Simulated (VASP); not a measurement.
Pt, 1 atom in the cell. It takes space group Fm-3m (No. 225, cubic). The conventional cell has a = 3.920 Å, b = 3.920 Å, c = 3.920 Å, α = 90.00°, β = 90.00°, γ = 90.00°. Within 3.7 Å of Pt (site symmetry m-3m) lie 12 Pt at 2.77 Å. 

```yaml
Program: VASP 6.6.1
Task: single point
Functional: PBEsol
Potentials_or_basis: VASP PAW PBE potentials, release 64 (Pt)
Cutoff: 520 eV
k_mesh: 24 × 24 × 24
Occupations: fermi-dirac, width 0.1 eV
Spin: no spin polarisation
Dipole_correction: no
Further_INCAR_settings: ALGO = Normal; EDIFF = 1e-06; NBANDS = 11
```

Potentials or basis: VASP PAW PBE potentials, release 64 (Pt).

Command:

```sh
$ cat potpaw_PBE.64/Pt/POTCAR > POTCAR
$ mpirun -np 1 vasp_std > vasp.out
```

Hardware: 1 thread of Intel(R) Xeon(R) Platinum 8488C (Sapphire Rapids), with other jobs on the host.

Task: Estimate the wall time of this run.

Result: Run time: 40 s on 1 thread of Intel(R) Xeon(R) Platinum 8488C (Sapphire Rapids), with other jobs on the host, peak memory 0.2 GiB. Counts: scf iterations 11, k points 413.
